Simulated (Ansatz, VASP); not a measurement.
**TaSnBr: VASP beside Ansatz**

```
Ta Sn Br
1.0
     3.01299    0.00000    0.00000
     0.00000    4.41164    0.00000
     0.00000    0.00000    6.06079
Ta Sn Br
1 1 1
Cartesian
  0.0000 0.0000 0.0000
  1.5065 2.2058 3.0304
  1.5065 2.2058 0.0000
```

Change from the starting cell: species swapped into the ErCoC type (Pmmm, No. 47).

Alike in both runs: functional PBE; k mesh 16 × 10 × 8; occupations gaussian, width 0.1 eV; no spin polarisation.

Ansatz relaxed the structure, and its values are those at the end. VASP's run is a single point on that final structure, the one shown.

|  | VASP | Ansatz |
| --- | --- | --- |
| version | VASP 6.6.1 | Ansatz 0.2.0 |
| potentials or method | VASP PAW PBE potentials, release 64 (Ta_pv, Sn_d, Br), cutoff 520 eV | scalar-relativistic, plane waves, PAW |
| valence electrons in the cell | 32 | 34 |

```tsv
	VASP	Ansatz	Ansatz less VASP
gap on the k mesh at the Fermi level (eV)	none	none	-
pressure (GPa)	0.0	0.0	-0.02
```

A gap of «none» marks a metal or a gap that the smearing closes. With one functional, cell and mesh, what is left measures potentials, basis and numerics. VASP's potentials hold 32 valence electrons a cell and Ansatz's 34, so a difference there can come from the potentials and not from the codes.

Neither program's run includes spin-orbit coupling.
